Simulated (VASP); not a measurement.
# SnSe: single point with PBE

The system is SnSe.

```
CELL_PARAMETERS angstrom
0.00000 3.02815 3.02815
3.02815 0.00000 3.02815
3.02815 3.02815 0.00000
ATOMIC_POSITIONS crystal
Sn 0.00000 0.00000 0.00000
Se 0.50000 0.50000 0.50000
```

```yaml
Program: VASP 6.6.1
Task: single point
Functional: PBE
Potentials_or_basis: VASP PAW PBE potentials, release 64 (Sn_d, Se)
Cutoff: 520 eV
k_mesh: 8 × 8 × 8
Occupations: fermi-dirac, width 0.02 eV
Spin: no spin polarisation
```

| Item | Value |
| --- | --- |
| Pressure | 0.0 GPa |
| Band gap on the k mesh | 0.50 eV, direct |

Levels at points of the mesh, in eV from the valence-band top:
```csv
k point,band 7,band 8,band 9,band 10,band 11,band 12,band 13,band 14
"(0.00, 0.00, 0.00)",-5.13,-2.15,-2.15,-2.15,4.24,4.24,4.24,5.88
"(0.50, 0.00, 0.00)",-7.97,-1.91,-1.91,0.00,0.50,1.25,1.25,8.19
"(0.50, 0.50, 0.00)",-6.01,-5.35,-3.56,-3.56,3.08,5.24,5.24,5.85
```

It took 17 s on 1 thread of Intel Xeon 6975P-C, on a shared host, peak memory 0.18 GiB.

Caveat: spin-orbit coupling is left out, which moves the levels of the heavy elements. A k mesh can miss the band edges.
